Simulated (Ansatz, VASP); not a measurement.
# Two plane-wave programs on BN

```
CELL_PARAMETERS angstrom
0.00000 1.80500 1.80500
1.80500 0.00000 1.80500
1.80500 1.80500 0.00000
ATOMIC_POSITIONS crystal
B 0.00000 0.00000 0.00000
N 0.25000 0.25000 0.25000
```

Alike in both runs: task single point; functional PBE; k mesh 8 × 8 × 8; occupations gaussian, width 0.1 eV; no spin polarisation.

|  | VASP | Ansatz |
| --- | --- | --- |
| version | VASP 6.6.1 | Ansatz 0.2.0 |
| potentials or method | VASP PAW PBE potentials, release 64 (B, N), cutoff 600 eV | scalar-relativistic, plane waves, PAW |
| valence electrons in the cell | 8 | 8 |

VASP gave:

* gap on the k mesh at the Fermi level (eV): 4.46
* least direct gap on the mesh (eV): 8.84
* pressure (GPa): 4.6

Q: Estimate Ansatz's values.

A: gap on the k mesh at the Fermi level (eV): 4.47; least direct gap on the mesh (eV): 8.85; pressure (GPa): 4.4.

With one functional, cell and mesh, what is left measures potentials, basis and numerics.
